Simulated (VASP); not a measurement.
Set up this calculation in VASP 6.6.1, as the native input.

```yaml
Task: single point
Functional: r2SCAN
Potentials_or_basis: VASP PAW PBE potentials, release 64 (Zr_sv)
Cutoff: 520 eV
k_mesh: 18 × 18 × 10
Occupations: fermi-dirac, width 0.05 eV
Spin: collinear spin
Starting_moments: "[1.0, 1.0] μB"
Dipole_correction: no
Further_INCAR_settings: ALGO = Normal; EDIFF = 1e-06; NBANDS = 23
```

Zr:

```xyz
2
Lattice="3.1101 0.0000 0.0000 -1.5550 2.6934 0.0000 0.0000 0.0000 4.9346" Properties=species:S:1:pos:R:3 pbc="T T T"
Zr    0.0000    1.7956    1.2337
Zr    1.5550    0.8978    3.7010
```

One way to write it, as run:

POSCAR

```
Zr
1.0
    3.1100534201      0.0000000000      0.0000000000
   -1.5550267100      2.6933852689      0.0000000000
    0.0000000000      0.0000000000      4.9346099029
Zr
2
Direct
    0.3333333333      0.6666666667      0.2500000000
    0.6666666667      0.3333333333      0.7500000000
```

INCAR.step1

```
SYSTEM = Zr
PREC     = Accurate       ! precision mode
ENCUT    = 520            ! plane-wave cutoff, eV
ISMEAR   = -1             ! smearing method
SIGMA    = 0.05           ! smearing width, eV
LREAL    = .False.        ! projectors in reciprocal space
LASPH    = .True.         ! aspherical terms in the spheres
NELM     = 150            ! most SCF steps
ISPIN    = 2              ! spin polarisation
MAGMOM   = 1 1            ! initial moments
LMAXMIX  = 4              ! l up to which the mixer works
NBANDS   = 23             ! bands
GGA      = PE             ! functional
ALGO     = Normal         ! electronic algorithm
EDIFF    = 1E-4           ! SCF threshold, eV
LWAVE    = .True.         ! write WAVECAR
LCHARG   = .False.        ! write CHGCAR
```

INCAR.step2

```
SYSTEM = Zr
PREC     = Accurate       ! precision mode
ENCUT    = 520            ! plane-wave cutoff, eV
EDIFF    = 1E-6           ! SCF threshold, eV
ISMEAR   = -1             ! smearing method
SIGMA    = 0.05           ! smearing width, eV
LREAL    = .False.        ! projectors in reciprocal space
LASPH    = .True.         ! aspherical terms in the spheres
NELM     = 150            ! most SCF steps
ALGO     = Normal         ! electronic algorithm
ISIF     = 2              ! what is computed and relaxed
LWAVE    = .False.        ! write WAVECAR
LCHARG   = .False.        ! write CHGCAR
ISPIN    = 2              ! spin polarisation
MAGMOM   = 1 1            ! initial moments
LORBIT   = 11             ! projections on sites
LMAXMIX  = 4              ! l up to which the mixer works
METAGGA  = R2SCAN         ! meta-GGA
LMIXTAU  = .True.       
NBANDS   = 23             ! bands
ISTART   = 1
```

KPOINTS

```
regular mesh
0
Gamma
  18 18 10
  0 0 0
```

Potentials or basis: VASP PAW PBE potentials, release 64 (Zr_sv).

Command:

```sh
$ cat potpaw_PBE.64/Zr_sv/POTCAR > POTCAR
$ cp INCAR.step1 INCAR
$ mpirun -np 1 vasp_std > vasp.out
$ cp INCAR.step2 INCAR
$ mpirun -np 1 vasp_std > vasp.out
```

Results of the run:

| Item | Value |
| --- | --- |
| Pressure | 15.0 GPa |
| Band gap on the k mesh | zero (filled and empty bands overlap) |
| Net moment | 0.00 μB per cell |
| Valence electrons inside the program's atomic spheres | Zr 9.95 |

Caveat: the cell stands under pressure; the PAW data sets were made with another functional, which shifts forces and pressure a little.

It took 38 min on 1 thread of Oxide Virtual Turin-like Processor, on a shared host, peak memory 0.36 GiB.
